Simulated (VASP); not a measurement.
# W (Im-3m) in VASP: notebook, part 2 of 2

VASP 6.6.1.

## (4) Relaxation of cell and atoms, RPBE

This run uses another cell than the first one, of 15.85 Å³/atom, 0.969 times its volume.

Input file INCAR:

```
SYSTEM = W
ALGO = Normal
EDIFF = 1E-6
EDIFFG = -0.02
ENCUT = 600
GGA = RP
IBRION = 2
ISIF = 3
ISMEAR = -1
LASPH = .TRUE.
LCHARG = .FALSE.
LREAL = .FALSE.
LWAVE = .FALSE.
NELM = 100
NSW = 80
PREC = Accurate
SIGMA = 0.05
```

Input file KPOINTS:

```
k-points
0
G
  12 12 12
  0 0 0
```

Input file POSCAR:

```
W
1.0
   -1.5823450000      1.5823450000      1.5823450000
    1.5823450000     -1.5823450000      1.5823450000
    1.5823450000      1.5823450000     -1.5823450000
W
1
Direct
    0.0000000000      0.0000000000      0.0000000000
```

Potentials or basis: VASP PAW PBE potentials, release 64 (W_sv).

On the command line:

```bash
cat potpaw_PBE.64/W_sv/POTCAR > POTCAR
mpirun -np 1 vasp_std > vasp.out
```

OUTCAR:

```text
SYSTEM = W
   EDIFF = 1E-6
   EDIFFG = -0.02
   ENCUT = 600
   GGA = RP
   IBRION = 2
   ISIF = 3
   ISMEAR = -1
   LASPH = .TRUE.
   LREAL = .FALSE.
   NELM = 100
   NSW = 80
   PREC = Accurate

 ion  position               nearest neighbor table
   1  0.000  0.000  0.000-

  LATTYP: Found a body centered cubic cell.
 ALAT       =     3.1646900000

  Lattice vectors:

 A1 = (  -1.5823450000,   1.5823450000,   1.5823450000)
 A2 = (   1.5823450000,  -1.5823450000,   1.5823450000)
 A3 = (   1.5823450000,   1.5823450000,  -1.5823450000)

Analysis of symmetry for initial positions (statically):
=====================================================================
 Subroutine PRICEL returns:
 Original cell was already a primitive cell.

 Routine SETGRP: Setting up the symmetry group for a
 body centered cubic supercell.

 Subroutine GETGRP returns: Found 48 space group operations
 (whereof 48 operations were pure point group operations)
 out of a pool of 48 trial point group operations.

The static configuration has the point symmetry O_h .

Analysis of symmetry for dynamics (positions and initial velocities):
=====================================================================
 Subroutine PRICEL returns:
 Original cell was already a primitive cell.

 Routine SETGRP: Setting up the symmetry group for a
 body centered cubic supercell.

 Subroutine GETGRP returns: Found 48 space group operations
 (whereof 48 operations were pure point group operations)
 out of a pool of 48 trial point group operations.

The dynamic configuration has the point symmetry O_h .

 Subroutine INISYM returns: Found 48 space group operations
 (whereof 48 operations are pure point group operations),
 and found     1 'primitive' translations

----------------------------------------------------------------------------------------

                                     Primitive cell

  volume of cell :      15.8476

  direct lattice vectors                    reciprocal lattice vectors
    -1.582345000  1.582345000  1.582345000     0.000000000  0.315986716  0.315986716
[... 116 lines left out ...]
 non-spin polarized calculation
  energy-cutoff  :      600.00
  volume of cell :       15.85
 maximum number of plane-waves:       543
 NGX is ok and might be reduce to    24
   NGX = 11   NGY = 11   NGZ = 11

--------------------------------------- Ionic step        1  -------------------------------------------

 number of electron      14.0000002 magnetization

 Free energy of the ion-electron system (eV)
  ---------------------------------------------------
  ext. energy  EPLUGINS =         0.00000000
  ---------------------------------------------------
  free energy    TOTEN  =       -12.39046081 eV

  energy without entropy =      -12.38588032  energy(sigma->0) =      -12.38817057

------------------------ aborting loop because EDIFF is reached ----------------------------------------

  FORCE on cell =-STRESS in cart. coord.  units (eV):
  Direction    XX          YY          ZZ          XY          YZ          ZX
  --------------------------------------------------------------------------------------
  -------------------------------------------------------------------------------------
  Total        1.0217420      1.0217420      1.0217420      0.0000000      0.0000000     -0.0000000
  in kB      103.2971405    103.2971405    103.2971405      0.0000000      0.0000000     -0.0000000
  external PRESSURE =     103.2971405 kB  Pullay stress =       0.0000000 kB
[... 22 lines left out ...]
--------------------------------------- Ionic step        2  -------------------------------------------

 number of electron      14.0000002 magnetization

 E-fermi :   9.4480     XC(G=0): -12.7860

 val. band max:        9.3691581322   @ k =   0.0833   0.0833   0.0000
 cond. band min:       9.4788689761   @ k =  -0.2500   0.3333   0.1667
 fundamental gap:      0.1097108439
 Fermi energy:         9.4479763190

 k-point     1 :       0.0000    0.0000    0.0000
  band No.  band energies     occupation
      1     -64.8826      2.00000
      2     -28.6054      2.00000
      3     -28.6054      2.00000
      4     -28.6054      2.00000
      5       0.7342      2.00000
      6       8.5392      2.00000
      7       8.5392      2.00000
      8       8.5392      2.00000
      9      11.4948      0.00000
     10      11.4948      0.00000
     11      23.6912      0.00000
[... 391 lines left out ...]
--------------------------------------- Ionic step        4  -------------------------------------------

 number of electron      14.0000002 magnetization

 Free energy of the ion-electron system (eV)
  ---------------------------------------------------
  ext. energy  EPLUGINS =         0.00000000
  ---------------------------------------------------
  free energy    TOTEN  =       -12.40704017 eV

  energy without entropy =      -12.40315363  energy(sigma->0) =      -12.40509690

 E-fermi :  10.9497     XC(G=0): -13.4043

 val. band max:       10.8545126870   @ k =   0.0833   0.0833   0.0000
 cond. band min:      10.9501453956   @ k =  -0.2500   0.3333   0.1667
 fundamental gap:      0.0956327087
 Fermi energy:        10.9496905898

 k-point     1 :       0.0000    0.0000    0.0000
  band No.  band energies     occupation
      1     -63.2065      2.00000
      2     -26.8099      2.00000
      3     -26.8099      2.00000
      4     -26.8099      2.00000
      5       1.6061      2.00000
      6       9.8873      2.00000
      7       9.8873      2.00000
      8       9.8873      2.00000
      9      13.2621      0.00000
     10      13.2621      0.00000
     11      25.4725      0.00000
[... 350 lines left out ...]
  FREE ENERGIE OF THE ION-ELECTRON SYSTEM (eV)
  ---------------------------------------------------
  free  energy   TOTEN  =       -12.4070401748 eV

  energy  without entropy=      -12.4031536309  energy(sigma->0) =      -12.40509690

 reached required accuracy - stopping structural energy minimisation
```

CONTCAR:

```text
W
   1.00000000000000
    -1.5998120047707576    1.5998120047707576    1.5998120047707576
     1.5998120047707576   -1.5998120047707576    1.5998120047707576
     1.5998120047707576    1.5998120047707576   -1.5998120047707576
  W
     1
Direct
     0.0000000000000000    0.0000000000000000    0.0000000000000000

  0.00000000E+00  0.00000000E+00  0.00000000E+00
```

It took 29 s on 1 thread of Intel Xeon Platinum 8375C at 2.90GHz (Ice Lake), shared host; peak memory 0.15 GiB.

Results:

* Free energy: -12.4070 eV
* Relaxed volume: 16.38 Å³/atom
* Relaxed cell: a = 2.771 Å, b = 2.771 Å, c = 2.771 Å, α = 109.47°, β = 109.47°, γ = 109.47°
* Space group after relaxing (to 0.05 Å): Im-3m (No. 229)
* Energy gained by relaxing: 16.6 meV/atom
* Ionic steps: 4
* Pressure after relaxing: 0.0 GPa
* Band gap on the k mesh: zero (band 7 reaches 15.99 eV, above the bottom of band 8 at 9.89 eV)

Step by step:
```tsv
step	energy change (eV)	largest force (eV/Å)	pressure (GPa)	volume (Å³)
1	0.0000	0.0000	10.33	15.85
2	0.1566	0.0000	-26.04	18.31
3	-0.0165	0.0000	-0.42	16.40
4	-0.0166	0.0000	-0.03	16.38
```

Final structure:
```xyz
1
Lattice="-1.5998 1.5998 1.5998 1.5998 -1.5998 1.5998 1.5998 1.5998 -1.5998" Properties=species:S:1:pos:R:3 pbc="T T T"
W     0.0000    0.0000    0.0000
```

Levels at points of the mesh, in eV from the Fermi level:
| k point | band 5 | band 6 | band 7 | band 8 | band 9 | band 10 |
| --- | --- | --- | --- | --- | --- | --- |
| (0.00, 0.00, 0.00) | -9.34 | -1.06 | -1.06 | -1.06 | 2.31 | 2.31 |
| (0.50, 0.00, 0.00) | -5.95 | -3.30 | 0.65 | 2.19 | 3.13 | 5.97 |
| (0.50, 0.50, 0.50) | -5.46 | -5.46 | 5.04 | 5.04 | 5.04 | 8.08 |

Caveat: the PAW data sets were made with another functional, which shifts forces and pressure a little; spin-orbit coupling is left out, which moves the levels of the heavy elements.

## (5) The runs side by side

```tsv
task	level	cell	cutoff (eV)	gap on the mesh (eV)	pressure (GPa)	relaxed volume (Å³/atom)
single point	RPBE	a = 2.770 Å, angles 109.5°, 1 atom	520	none	0.3	-
relaxation of cell and atoms	revPBE+D4	relaxed from a = 2.741 Å, angles 109.5°, 1 atom	600	none	0.0	15.82
relaxation of cell and atoms	RPBE	relaxed from a = 2.741 Å, angles 109.5°, 1 atom	600	none	0.0	16.38
```

Alike in all rows: potentials or basis VASP PAW PBE potentials, release 64 (W_sv); no spin polarisation; k mesh 12 × 12 × 12; smearing fermi-dirac 0.05 eV.

Caveats: the PAW data sets were made with another functional, which shifts forces and pressure a little; spin-orbit coupling is left out, which moves the levels of the heavy elements; pairwise dispersion overbinds metals, which lowers pressure and volume (some runs).

Absolute energies hang on the potentials; compare differences alone.
